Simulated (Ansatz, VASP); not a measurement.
# PtSe: VASP beside Ansatz

File INCAR:

```
PREC = Accurate
ENCUT = 600
EDIFF = 1E-6
ISMEAR = -1
SIGMA = 0.05
LREAL = False
LASPH = True
NELM = 80
ALGO = Normal
ISIF = 3
LWAVE = False
LCHARG = False
GGA = PE
IVDW = 12
IBRION = 2
NSW = 60
EDIFFG = -0.01
```

The input KPOINTS:

```
Automatic mesh
0
Gamma
  8 8 8
```

File POSCAR:

```
PtSe
1.0
    0.0000000000      2.7984111300      2.7984111300
    2.7984111300      0.0000000000      2.7984111300
    2.7984111300      2.7984111300      0.0000000000
Pt Se
1 1
Direct
    0.5000000000      0.5000000000      0.5000000000
    0.0000000000      0.0000000000      0.0000000000
```

The input input.yaml:

```yaml
crystal:
  lattice:
    - [0.0, 2.79841113, 2.79841113]
    - [2.79841113, 0.0, 2.79841113]
    - [2.79841113, 2.79841113, 0.0]
  atoms:
    - { symbol: Pt, position: [0.5, 0.5, 0.5] }
    - { symbol: Se, position: [0.0, 0.0, 0.0] }
hamiltonian:
  xc: pbe
  pseudopotentials: { kind: paw }
  dispersion: d3bj
kpoints:
  mp_grid: { grid: [8, 8, 8] }
scf:
  occupations: { method: fermi_dirac, width: 0.05 }
output:
  forces: true
  stress: true
  eigenvalues: true
relax:
  f_tol: 0.01
  max_steps: 40
  cell: { stress_tol: 0.05 }
```

Alike in both runs: task relaxation of cell and atoms; functional PBE; dispersion D3(BJ); k mesh 8 × 8 × 8; occupations fermi-dirac, width 0.05 eV; no spin polarisation.

```csv
,VASP,Ansatz
version,VASP 6.6.1,Ansatz 0.2.0
potentials or method,"VASP PAW PBE potentials, release 64 (Pt, Se)",Ansatz PAW
plane-wave cutoff (eV),600,420
valence electrons in the cell,16,34
```

```csv
,VASP,Ansatz,Ansatz less VASP
"gap on the k mesh at the Fermi level, each at its own relaxed structure (eV)",none,none,-
relaxed volume (Å³/atom),17.82,17.82,0.000
relaxed cell length with the largest relative difference (Å),3.694,3.694,0.0000
```

A gap of «none» marks a metal or a gap that the smearing closes. VASP's potentials hold 16 valence electrons a cell and Ansatz's 34, so a difference there can come from the potentials and not from the codes.

Neither program's run includes spin-orbit coupling. Noted on VASP's run: the volume moved by over 15 % at a fixed basis, so the end points are rough. Noted on Ansatz's run: the volume moved by over 15 % at a fixed basis, so the end points are rough; the plane-wave basis is chosen anew once the cell has moved, so the energies of steps on either side of that aren't comparable.
